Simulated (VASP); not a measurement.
Runs of VASP 6.6.1 on InCu2. The structure is that of space group P6_3/mmc (No. 194), or close to it. The cells are those of the table. 

```csv
cell,gap on the mesh (eV),pressure (GPa)
"a = 4.294, b = 4.294, c = 5.233 Å, angles 90.0, 90.0, 120.0°, 6 atoms",none,2.4
"a = 4.177, b = 4.177, c = 5.089 Å, angles 90.0, 90.0, 120.0°, 6 atoms",none,17.2
"a = 4.369, b = 4.369, c = 5.324 Å, angles 90.0, 90.0, 120.0°, 6 atoms",none,-4.1
"a = 4.332, b = 4.332, c = 5.279 Å, angles 90.0, 90.0, 120.0°, 6 atoms",none,-1.1
"a = 4.256, b = 4.256, c = 5.186 Å, angles 90.0, 90.0, 120.0°, 6 atoms",none,(b)
"a = 4.406, b = 4.406, c = 5.369 Å, angles 90.0, 90.0, 120.0°, 6 atoms",none,-6.8
"a = 4.217, b = 4.217, c = 5.138 Å, angles 90.0, 90.0, 120.0°, 6 atoms",none,(a)
```

Alike in all rows: task single point; level LDA; potentials or basis VASP PAW LDA potentials, release 64 (In_d, Cu); no spin polarisation; k mesh 6 × 6 × 5; cutoff (eV) 600; smearing methfessel-paxton 0.1 eV.

Fill in the values left out.

(a) 11.4; (b) 6.5.

Caveats: spin-orbit coupling is left out, which moves the levels of the heavy elements.

A k mesh can miss the band edges, and the runs leave out spin-orbit coupling on In.

A gap of «none» marks levels without a gap at the run's occupations.
